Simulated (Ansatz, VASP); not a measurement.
## One calculation of Bi, two programs

The input INCAR:

```
SYSTEM = Bi
  PREC = Accurate
  ENCUT = 520
  EDIFF = 1E-7
  ISMEAR = 0
  SIGMA = 0.15
  LREAL = .FALSE.
  LASPH = .TRUE.
  NELM = 100
  ALGO = Fast
  ISIF = 2
  LWAVE = .FALSE.
  LCHARG = .FALSE.
  GGA = PE
  IVDW = 12
  NBANDS = 14
```

Contents of KPOINTS:

```
regular mesh
0
G
  16 16 16
  0 0 0
```

Contents of POSCAR:

```
Bi
1.0
   -1.9031342571      2.0500944314      1.9251782833
    1.9031342571     -2.0500944314      1.9251782833
    1.9031342571      2.0500944314     -1.9251782833
Bi
1
Direct
    0.0000000000      0.0000000000      0.0000000000
```

Input for Ansatz:

```yaml
crystal:
  lattice:
    - [-1.9031342571, 2.0500944314, 1.9251782833]
    - [1.9031342571, -2.0500944314, 1.9251782833]
    - [1.9031342571, 2.0500944314, -1.9251782833]
  atoms:
    - { symbol: Bi, position: [0.0, 0.0, 0.0] }
basis:
  ecutwfc: 420
kpoints:
  mp_grid: { grid: [16, 16, 16] }
hamiltonian:
  xc: pbe
  dispersion: d3bj
scf:
  occupations: { method: gaussian, width: 0.15 }
output:
  forces: true
  stress: true
  eigenvalues: true
```

Change from the starting cell: strain +e along x and -e along y -0.0375, strain +e along z and -e/2 along x and y -0.0175.

Alike in both runs: task single point; functional PBE; dispersion D3(BJ); k mesh 16 × 16 × 16; occupations gaussian, width 0.15 eV; no spin polarisation.

```csv
,VASP,Ansatz
version,VASP 6.6.1,Ansatz 0.2.0
potentials or method,"VASP PAW PBE potentials, release 64 (Bi_d), cutoff 520 eV","scalar-relativistic, plane waves, PAW"
valence electrons in the cell,15,15
```

|  | VASP | Ansatz | Ansatz less VASP |
| --- | --- | --- | --- |
| gap on the k mesh at the Fermi level (eV) | none | none | - |
| pressure (GPa) | 0.1 | 0.2 | +0.06 |
| traceless stress, the component that is largest in VASP (GPa) | -0.83 | -0.84 | -0.006 |

A gap of «none» marks a metal or a gap that the smearing closes.

Neither program's run includes spin-orbit coupling.
